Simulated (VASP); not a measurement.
A run of VASP 6.6.1 is set up as follows.

Contents of INCAR:

```
SYSTEM = VSi2
ALGO = Normal
EDIFF = 1E-6
EDIFFG = -0.002
ENCUT = 600
GGA = PS
IBRION = 2
ISIF = 3
ISMEAR = 0
LASPH = .TRUE.
LCHARG = .FALSE.
LREAL = .FALSE.
LWAVE = .FALSE.
NELM = 100
NSW = 100
PREC = Accurate
SIGMA = 0.1
```

File KPOINTS:

```
k-points
0
G
  9 9 6
  0 0 0
```

The input POSCAR:

```
VSi2
1.0
    4.5347995800      0.0000000000      0.0000000000
   -2.2673997900      3.9272516400      0.0000000000
    0.0000000000      0.0000000000      6.3189006300
V Si
3 6
Direct
    0.0000000000      0.5000000000      0.1666666700
    0.5000000000      0.5000000000      0.8333333300
    0.5000000000      0.0000000000      0.5000000000
    0.8375067800      0.6750135500      0.5000000000
    0.1624932300      0.8375067800      0.8333333300
    0.6750135500      0.8375067800      0.1666666700
    0.1624932200      0.3249864500      0.5000000000
    0.8375067800      0.1624932200      0.8333333300
    0.3249864500      0.1624932300      0.1666666700
```

Potentials or basis: VASP PAW PBE potentials, release 64 (V_sv, Si).

Launch:

```console
$ cat potpaw_PBE.64/V_sv/POTCAR potpaw_PBE.64/Si/POTCAR > POTCAR
$ mpirun -np 1 vasp_std > vasp.out
```

Q: Predict the space group after relaxing (to 0.05 Å).

A: P6_222 (No. 180).

Q: Estimate the relaxed volume.

A: 12.46 Å³/atom.

Final structure:
```
V Si
1.0
     4.52374    0.00000    0.00000
    -2.26187    3.91768    0.00000
     0.00000    0.00000    6.32580
V Si
3 6
Direct
  0.00000 0.50000 0.16667
  0.50000 0.50000 0.83333
  0.50000 0.00000 0.50000
  0.83678 0.67356 0.50000
  0.16322 0.83678 0.83333
  0.67356 0.83678 0.16667
  0.16322 0.32644 0.50000
  0.83678 0.16322 0.83333
  0.32644 0.16322 0.16667
```

Caveat: the PAW data sets were made with another functional, which shifts forces and pressure a little.
